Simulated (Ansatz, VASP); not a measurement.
# TiO2: VASP beside Ansatz

```xyz
6
Lattice="4.5998 0.0000 0.0000 0.0000 4.5998 0.0000 0.0000 0.0000 2.9592" Properties=species:S:1:pos:R:3 pbc="T T T"
Ti    2.2999    2.2999    0.0000
Ti    0.0000    0.0000    1.4796
O     3.1981    3.1981    1.4796
O     3.7017    0.8982    0.0000
O     0.8982    3.7017    0.0000
O     1.4017    1.4017    1.4796
```

Alike in both runs: functional r2SCAN; k mesh 7 × 7 × 11; occupations fermi-dirac, width 0.01 eV; no spin polarisation.

Ansatz relaxed the structure, and its values are those at the end. VASP's run is a single point on that final structure, the one shown.

|  | VASP | Ansatz |
| --- | --- | --- |
| version | VASP 6.6.1 | Ansatz 0.2.0 |
| potentials or method | VASP PAW PBE potentials, release 64 (Ti_sv, O) | plane-wave PAW, scalar-relativistic |
| plane-wave cutoff (eV) | 520 | 500 |
| valence electrons in the cell | 48 | 48 |

|  | VASP | Ansatz | Ansatz less VASP |
| --- | --- | --- | --- |
| gap on the k mesh at the Fermi level (eV) | 2.22 | 2.21 | -0.009 |
| pressure (GPa) | 0.4 | -0.8 | -1.26 |
| rms of the force components (eV/Å) | 0.016 | 0.000 | -0.0157 |

VASP's potentials were made for PBE, not for r2SCAN. Ansatz's warnings: stress scf threshold loose.
